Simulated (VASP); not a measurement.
Crystal: LaH3.

```xyz
4
Lattice="-1.8771 1.8771 3.0559 1.8771 -1.8771 3.0559 1.8771 1.8771 -3.0559" Properties=species:S:1:pos:R:3 pbc="T T T"
La    0.0000    0.0000    0.0000
H     0.0000    1.8771    1.5279
H     1.8771    0.0000    1.5279
H     0.0000    0.0000    3.0559
```

```yaml
Program: VASP 6.6.1
Task: relaxation of cell and atoms
Functional: PBEsol
Potentials_or_basis: VASP PAW PBE potentials, release 64 (La, H)
Cutoff: 600 eV
k_mesh: 8 × 8 × 8
Occupations: fermi-dirac, width 0.1 eV
Spin: no spin polarisation
```

At the start: pressure -2.8 GPa; volume 10.77 Å³/atom.

Where does the relaxation end?

Over 13 steps the energy falls by 7.1 meV/atom and the volume is 10.39 Å³/atom (-3.5 %); space group Fm-3m (No. 225, to 0.05 Å).

Step by step:
| step | energy change (eV) | largest force (eV/Å) | pressure (GPa) | volume (Å³) |
| --- | --- | --- | --- | --- |
| 1 | 0.0000 | 0.0000 | -2.78 | 43.07 |
| 2 | -0.0135 | 0.0000 | -0.68 | 41.92 |
| 3 | -0.0145 | 0.0000 | 0.10 | 41.53 |
| 4 | -0.0145 | 0.0000 | 0.15 | 41.49 |
| 5 | -0.0154 | 0.0000 | 0.17 | 41.50 |
| 6 | -0.0178 | 0.0000 | 0.16 | 41.50 |
| 7 | -0.0219 | 0.0000 | 0.16 | 41.50 |
| 8 | -0.0271 | 0.0000 | 0.28 | 41.44 |
| 9 | -0.0176 | 0.0000 | 1.09 | 41.07 |
| 10 | -0.0278 | 0.0000 | 0.36 | 41.40 |
| 11 | -0.0280 | 0.0000 | 0.46 | 41.35 |
| 12 | -0.0209 | 0.0000 | -2.10 | 42.66 |
| 13 | -0.0283 | 0.0000 | 0.02 | 41.57 |

Final structure:
```
La H
1.0
    -1.94289    1.94289    2.75334
     1.94289   -1.94289    2.75334
     1.94289    1.94289   -2.75334
La H
1 3
Direct
  0.00000 0.00000 0.00000
  0.75000 0.25000 0.50000
  0.25000 0.75000 0.50000
  0.50000 0.50000 0.00000
```

Caveat: the PAW data sets were made with another functional, which shifts forces and pressure a little.
